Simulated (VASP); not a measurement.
# SnSe (Fm-3m) in VASP: single point with LDA

Aim: the single point of SnSe with LDA.

Program: VASP 6.6.1. These are calculated values, not measurements. Logs are shortened: lines on timing, memory, paths and dates and some standing lists are left out, and cuts for length are marked.

**1. The cell of the first run**

The structure is cubic, space group Fm-3m (No. 225). The conventional cell has a = 5.946 Å, b = 5.946 Å, c = 5.946 Å, α = 90.00°, β = 90.00°, γ = 90.00°. Within 3.9 Å of Sn (site symmetry m-3m) lie 6 Se at 2.97 Å. Within 3.9 Å of Se (site symmetry m-3m) lie 6 Sn at 2.97 Å.

**2. Single point, LDA**

INCAR reads:

```
SYSTEM = SnSe
ALGO = Normal
EDIFF = 1E-6
ENCUT = 500
GGA_COMPAT = .FALSE.
ISIF = 2
ISMEAR = 0
LASPH = .TRUE.
LCHARG = .FALSE.
LREAL = .FALSE.
LWAVE = .FALSE.
NBANDS = 17
NELM = 120
PREC = Accurate
SIGMA = 0.02
```

KPOINTS reads:

```
k-points
0
G
  8 8 8
  0 0 0
```

POSCAR reads:

```
SnSe
1.0
    0.0000000000      2.9727546599      2.9727546599
    2.9727546599      0.0000000000      2.9727546599
    2.9727546599      2.9727546599      0.0000000000
Sn Se
1 1
Direct
    0.0000000000      0.0000000000      0.0000000000
    0.5000000000      0.5000000000      0.5000000000
```

Potentials or basis: VASP PAW LDA potentials, release 64 (Sn_d, Se).

Run with:

```bash
cat potpaw_LDA.64/Sn_d/POTCAR potpaw_LDA.64/Se/POTCAR > POTCAR
mpirun -np 1 vasp_std > vasp.out
```

OUTCAR:

```text
SYSTEM = SnSe
   EDIFF = 1E-6
   ENCUT = 500
   ISIF = 2
   ISMEAR = 0
   LASPH = .TRUE.
   LREAL = .FALSE.
   NELM = 120
   PREC = Accurate

 ion  position               nearest neighbor table
   1  0.000  0.000  0.000-   2 2.97   2 2.97   2 2.97   2 2.97   2 2.97   2 2.97
   2  0.500  0.500  0.500-   1 2.97   1 2.97   1 2.97   1 2.97   1 2.97   1 2.97

  LATTYP: Found a face centered cubic cell.
 ALAT       =     5.9455093198

  Lattice vectors:

 A1 = (   0.0000000000,   2.9727546599,   2.9727546599)
 A2 = (   2.9727546599,   0.0000000000,   2.9727546599)
 A3 = (   2.9727546599,   2.9727546599,   0.0000000000)

Analysis of symmetry for initial positions (statically):
=====================================================================
 Subroutine PRICEL returns:
 Original cell was already a primitive cell.

 Routine SETGRP: Setting up the symmetry group for a
 face centered cubic supercell.

 Subroutine GETGRP returns: Found 48 space group operations
 (whereof 48 operations were pure point group operations)
 out of a pool of 48 trial point group operations.

The static configuration has the point symmetry O_h .

Analysis of symmetry for dynamics (positions and initial velocities):
=====================================================================
 Subroutine PRICEL returns:
 Original cell was already a primitive cell.

 Routine SETGRP: Setting up the symmetry group for a
 face centered cubic supercell.

 Subroutine GETGRP returns: Found 48 space group operations
 (whereof 48 operations were pure point group operations)
 out of a pool of 48 trial point group operations.

The dynamic configuration has the point symmetry O_h .

 Subroutine INISYM returns: Found 48 space group operations
 (whereof 48 operations are pure point group operations),
 and found     1 'primitive' translations

----------------------------------------------------------------------------------------

                                     Primitive cell

  volume of cell :      52.5421

  direct lattice vectors                    reciprocal lattice vectors
     0.000000000  2.972754660  2.972754660    -0.168194169  0.168194169  0.168194169
     2.972754660  0.000000000  2.972754660     0.168194169 -0.168194169  0.168194169
     2.972754660  2.972754660  0.000000000     0.168194169  0.168194169 -0.168194169

  length of vectors
     4.204109958  4.204109958  4.204109958     0.291320846  0.291320846  0.291320846

  position of ions in fractional coordinates (direct lattice)
     0.000000000  0.000000000  0.000000000
     0.500000000  0.500000000  0.500000000

  ion indices of the primitive-cell ions
   primitive index   ion index
                 1           1
                 2           2

----------------------------------------------------------------------------------------

 KPOINTS: k-points

Automatic generation of k-mesh.
 Grid dimensions read from file:
 generate k-points for:    8    8    8

 Generating k-lattice:

  Cartesian coordinates                     Fractional coordinates (reciprocal lattice)
    -0.021024271  0.021024271  0.021024271     0.125000000  0.000000000  0.000000000
     0.021024271 -0.021024271  0.021024271     0.000000000  0.125000000  0.000000000
     0.021024271  0.021024271 -0.021024271     0.000000000  0.000000000  0.125000000

  Length of vectors
     0.036415106  0.036415106  0.036415106

  Shift w.r.t. Gamma in fractional coordinates (k-lattice)
     0.000000000  0.000000000  0.000000000

 Subroutine IBZKPT returns following result:
 ===========================================

 Found     29 irreducible k-points:

 Following reciprocal coordinates:
            Coordinates               Weight
  0.000000  0.000000  0.000000      1.000000
  0.125000  0.000000  0.000000      8.000000
  0.250000  0.000000  0.000000      8.000000
  0.375000  0.000000  0.000000      8.000000
  0.500000  0.000000  0.000000      4.000000
  0.125000  0.125000  0.000000      6.000000
[... 16 lines left out ...]
  0.500000  0.250000  0.125000     48.000000
 -0.375000  0.250000  0.125000     24.000000
 [... further k-points ...]
   k-points           NKPTS =     29   k-points in BZ     NKDIM =     29   number of bands    NBANDS=     17
   number of dos      NEDOS =    301   number of ions     NIONS =      2
   total plane-waves  NPLWV =  32768
   dimension x,y,z NGX =    32 NGY =   32 NGZ =   32
   dimension x,y,z NGXF=    64 NGYF=   64 NGZF=   64
   ions per type =               1   1
   NGX,Y,Z   is equivalent  to a cutoff of  12.65, 12.65, 12.65 a.u.
   NGXF,Y,Z  is equivalent  to a cutoff of  25.31, 25.31, 25.31 a.u.
 SYSTEM =  SnSe
   PREC   = accura    normal or accurate (medium, high low for compatibility)
   ISTART =      0    job   : 0-new  1-cont  2-samecut
   ICHARG =      2    charge: 1-file 2-atom 10-const
   ISPIN  =      1    spin polarized calculation?
   LNONCOLLINEAR =      F non collinear calculations
   LSORBIT =      F    spin-orbit coupling
   LASPH  =      T    aspherical Exc in radial PAW
   ENCUT  =  500.0 eV  36.75 Ry    6.06 a.u.   7.67  7.67  7.67*2*pi/ulx,y,z
   NELM   =    120;   NELMIN=  2; NELMDL= -5     # of ELM steps
   EDIFF  = 0.1E-05   stopping-criterion for ELM
   LREAL  =      F    real-space projection
   EDIFFG = 0.1E-04   stopping-criterion for IOM
   NSW    =      0    number of steps for IOM
   IBRION =     -1    ionic relax: 0-MD 1-quasi-New 2-CG
   NFREE  =      0    steps in history (QN), initial steepest desc. (CG)
   ISIF   =      2    stress and relaxation
   ISYM   =      2    0-nonsym 1-usesym 2-fastsym
   POTIM  = 0.5000    time-step for ionic-motion
   TEBEG  =    0.0;   TEEND  =   0.0 temperature during run
   PSTRESS=    0.0 pullay stress
   NELECT =      20.0000    total number of electrons
   NUPDOWN=      -1.0000    fix difference up-down
   EMIN   =  10.00;   EMAX   =-10.00  energy-range for DOS
   EFERMI =   0.00;   METHOD = LEGACY
   ISMEAR =     0;   SIGMA  =   0.02  broadening in eV -4-tet -1-fermi 0-gaus
   EFERMI_NEDOS =   21; number of points for ismear=-14 and -15
   IALGO  =     38    algorithm
   IMIX   =      4    mixing-type and parameters
     AMIX     =   0.40;   BMIX     =  1.00
     AMIX_MAG =   1.60;   BMIX_MAG =  1.00
  volume/ion in A,a.u.               =      26.27       177.29
  Fermi-wavevector in a.u.,A,eV,Ry     =   1.186449  2.242064 19.152396  1.407661
  Thomas-Fermi vector in A             =   2.322622
   LORBIT       =      0    0 simple, 1 ext, 2 COOP (PROOUT), +10 PAW based schemes
   GGA     = CA    functional components
   LHFCALC =     F    Hartree Fock is set to
   AEXX    =    0.0000 exact exchange contribution
   IVDW    =     0    specifies the selected vdW correction
   LEPSILON=     F    determine dielectric tensor
   LRPA    =     F    only Hartree local field effects (RPA)
 non-spin polarized calculation
 Gauss-broadening in eV      SIGMA  =   0.02
  energy-cutoff  :      500.00
  volume of cell :       52.54
 maximum number of plane-waves:      1363
   NGX = 15   NGY = 15   NGZ = 15

 number of electron      20.0000009 magnetization

 Free energy of the ion-electron system (eV)
  ---------------------------------------------------
  ext. energy  EPLUGINS =         0.00000000
  ---------------------------------------------------
  free energy    TOTEN  =        -9.50421411 eV

  energy without entropy =       -9.50421411  energy(sigma->0) =       -9.50421411

 E-fermi :   5.8655     XC(G=0): -10.0487

 val. band max:        5.7288976233   @ k =   0.5000   0.0000   0.0000
 cond. band min:       6.4731032439   @ k =  -0.3750   0.1250   0.0000
 fundamental gap:      0.7442056206
 Fermi energy:         5.8654960666

 k-point     1 :       0.0000    0.0000    0.0000
  band No.  band energies     occupation
      1     -15.6434      2.00000
      2     -15.6434      2.00000
      3     -15.6397      2.00000
      4     -15.6397      2.00000
      5     -15.6397      2.00000
      6      -8.2764      2.00000
[... 9 lines left out ...]
     16      11.6739      0.00000
     17      13.9237      0.00000

 k-point     2 :       0.1250    0.0000    0.0000
  band No.  band energies     occupation
      1     -15.6445      2.00000
      2     -15.6445      2.00000
      3     -15.6393      2.00000
      4     -15.6378      2.00000
      5     -15.6378      2.00000
      6      -8.1588      2.00000
[... 9 lines left out ...]
     16      12.0566      0.00000
     17      15.1593      0.00000

 k-point     3 :       0.2500    0.0000    0.0000
  band No.  band energies     occupation
      1     -15.6478      2.00000
      2     -15.6478      2.00000
      3     -15.6383      2.00000
      4     -15.6325      2.00000
      5     -15.6325      2.00000
      6      -7.8398      2.00000
[... 9 lines left out ...]
     16      13.0415      0.00000
     17      17.3846      0.00000

 k-point     4 :       0.3750    0.0000    0.0000
  band No.  band energies     occupation
      1     -15.6512      2.00000
      2     -15.6512      2.00000
      3     -15.6374      2.00000
      4     -15.6270      2.00000
      5     -15.6270      2.00000
      6      -7.4490      2.00000
[... 9 lines left out ...]
     16      14.5530      0.00000
     17      17.4095      0.00000
[... 343 lines left out ...]
      1     -15.6558      2.00000
      2     -15.6435      2.00000
      3     -15.6405      2.00000
      4     -15.6296      2.00000
      5     -15.6280      2.00000
      6      -7.5827      2.00000
[... 9 lines left out ...]
     16      15.3547      0.00000
     17      15.5675      0.00000

 k-point    23 :       0.5000    0.2500    0.1250
  band No.  band energies     occupation
      1     -15.6589      2.00000
      2     -15.6458      2.00000
      3     -15.6372      2.00000
      4     -15.6279      2.00000
      5     -15.6249      2.00000
      6      -7.2488      2.00000
[... 9 lines left out ...]
     16      15.5984      0.00000
     17      17.0823      0.00000

 k-point    24 :      -0.3750    0.2500    0.1250
  band No.  band energies     occupation
      1     -15.6599      2.00000
      2     -15.6471      2.00000
      3     -15.6340      2.00000
      4     -15.6295      2.00000
      5     -15.6231      2.00000
      6      -7.0895      2.00000
[... 9 lines left out ...]
     16      16.7187      0.00000
     17      16.8145      0.00000

 [... further k-points ...]

------------------------ aborting loop because EDIFF is reached ----------------------------------------

  FORCE on cell =-STRESS in cart. coord.  units (eV):
  Direction    XX          YY          ZZ          XY          YZ          ZX
  --------------------------------------------------------------------------------------
  -------------------------------------------------------------------------------------
  Total       -0.4579597     -0.4579597     -0.4579597      0.0000000      0.0000000      0.0000000
  in kB      -13.9646700    -13.9646700    -13.9646700      0.0000000      0.0000000      0.0000000
  external PRESSURE =     -13.9646700 kB  Pullay stress =       0.0000000 kB

 VOLUME and BASIS-vectors are now :
 -----------------------------------------------------------------------------
  energy-cutoff  :      500.00
  volume of cell :       52.54
      direct lattice vectors                 reciprocal lattice vectors
     0.000000000  2.972754660  2.972754660    -0.168194169  0.168194169  0.168194169
     2.972754660  0.000000000  2.972754660     0.168194169 -0.168194169  0.168194169
     2.972754660  2.972754660  0.000000000     0.168194169  0.168194169 -0.168194169

 POSITION                                       TOTAL-FORCE (eV/Angst)
 -----------------------------------------------------------------------------------
      0.00000      0.00000      0.00000        -0.000000      0.000000      0.000000
      2.97275      2.97275      2.97275         0.000000     -0.000000     -0.000000
 -----------------------------------------------------------------------------------
    total drift:                                0.000000     -0.000000     -0.000000

  FREE ENERGIE OF THE ION-ELECTRON SYSTEM (eV)
  ---------------------------------------------------
  free  energy   TOTEN  =        -9.5042141083 eV

  energy  without entropy=       -9.5042141083  energy(sigma->0) =       -9.50421411
```

Wall time 9.7 s (1 thread of AMD EPYC 9R45 (Zen 5), shared host); peak memory 0.13 GiB.

What came out:

```yaml
Free_energy: -9.5042 eV
Pressure: -1.4 GPa
Band_gap_on_the_k_mesh: 0.74 eV (least direct gap 0.79 eV)
```

Caveat: spin-orbit coupling is left out, which moves the levels of the heavy elements.
